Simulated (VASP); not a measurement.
Set up this calculation in VASP 6.6.1, as the native input.

```yaml
Task: single point
Functional: PBE
Potentials_or_basis: VASP PAW PBE potentials, release 64 (Sr_sv, Ti_sv, O)
Cutoff: 520 eV
k_mesh: 8 × 8 × 8
Occupations: gaussian, width 0.02 eV
Spin: no spin polarisation
Dipole_correction: no
Further_INCAR_settings: ALGO = Normal; EDIFF = 1e-06; NBANDS = 28
```

The structure of SrTiO3 lies in POSCAR:

```
SrTiO3
1.0
    3.9364226088      0.0000000000      0.0000000000
    0.0000000000      3.9364226088      0.0000000000
    0.0000000000      0.0000000000      3.9364226088
Sr Ti O
1 1 3
Direct
    0.0000000000      0.0000000000      0.0000000000
    0.5000000000      0.5000000000      0.5000000000
    0.5000000000      0.0000000000      0.5000000000
    0.5000000000      0.5000000000      0.0000000000
    0.0000000000      0.5000000000      0.5000000000
```

One way to write it, as run:

INCAR

```
PREC = Accurate
ENCUT = 520
EDIFF = 1E-6
ISMEAR = 0
SIGMA = 0.02
LREAL = F
LASPH = T
NELM = 80
ALGO = Normal
ISIF = 2
LWAVE = F
LCHARG = F
GGA = PE
NBANDS = 28
```

KPOINTS

```
regular mesh
0
Gamma
  8 8 8
```

Potentials or basis: VASP PAW PBE potentials, release 64 (Sr_sv, Ti_sv, O).

The run is started by

```sh
$ cat potpaw_PBE.64/Sr_sv/POTCAR potpaw_PBE.64/Ti_sv/POTCAR potpaw_PBE.64/O/POTCAR > POTCAR
$ mpirun -np 1 vasp_std > vasp.out
```

It gave:

```json
{"Pressure": "0.7 GPa", "Band gap on the k mesh": "1.81 eV, indirect (least direct gap 2.18 eV)"}
```

Run time: 38 s on 1 thread of AMD EPYC 9R45 (Zen 5), with other jobs on the host, peak memory 0.17 GiB.
